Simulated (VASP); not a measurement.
Write the native input for VASP 6.6.1 that does the following.

- Task: single point
- Functional: PBEsol
- Potentials or basis: VASP PAW PBE potentials, release 64 (Zn, Se)
- Cutoff: 520 eV
- k mesh: 6 × 6 × 6
- Occupations: gaussian, width 0.05 eV
- Spin: no spin polarisation
- Dipole correction: no
- Further INCAR settings: ALGO = Normal; EDIFF = 1e-06; NBANDS = 60

The structure of ZnSe2 lies in POSCAR:

```
ZnSe2
1.0
    5.6546558049      0.0000000000      0.0000000000
    0.0000000000      5.6546558049      0.0000000000
    0.0000000000      0.0000000000      6.3795826791
Zn Se
4 8
Direct
    0.5000000000      0.5000000000      0.0000000000
    0.5000000000      0.0000000000      0.5000000000
    0.0000000000      0.5000000000      0.5000000000
    0.0000000000      0.0000000000      0.0000000000
    0.1099579274      0.8900420726      0.3900420726
    0.8900420726      0.3900420726      0.1099579274
    0.3900420726      0.1099579274      0.8900420726
    0.6099579274      0.6099579274      0.6099579274
    0.8900420726      0.1099579274      0.6099579274
    0.1099579274      0.6099579274      0.8900420726
    0.6099579274      0.8900420726      0.1099579274
    0.3900420726      0.3900420726      0.3900420726
```

One way to write it, as run:

INCAR

```
PREC     = Accurate       # precision mode
ENCUT    = 520            # plane-wave cutoff, eV
EDIFF    = 1E-6           # SCF threshold, eV
ISMEAR   = 0              # smearing method
SIGMA    = 0.05           # smearing width, eV
LREAL    = False          # projectors in reciprocal space
LASPH    = True           # aspherical terms in the spheres
NELM     = 80             # most SCF steps
ALGO     = Normal         # electronic algorithm
ISIF     = 2              # what is computed and relaxed
LWAVE    = False          # write WAVECAR
LCHARG   = False          # write CHGCAR
GGA      = PS             # functional
NBANDS   = 60             # bands
```

KPOINTS

```
Automatic mesh
0
Gamma
  6 6 6
```

Potentials or basis: VASP PAW PBE potentials, release 64 (Zn, Se).

The run is started by

```console
$ cat potpaw_PBE.64/Zn/POTCAR potpaw_PBE.64/Se/POTCAR > POTCAR
$ mpirun -np 1 vasp_std > vasp.out
```

Results of the run:

* Pressure: 22.0 GPa
* Largest force: 1.185 eV/Å
* Band gap on the k mesh: 0.04 eV

Caveat: the stress differs along the axes, from 13 to 26 GPa; the PAW data sets were made with another functional, which shifts forces and pressure a little.

Run time: 16 min on 1 thread of Oxide Virtual Turin-like Processor, with other jobs on the host, peak memory 0.63 GiB.
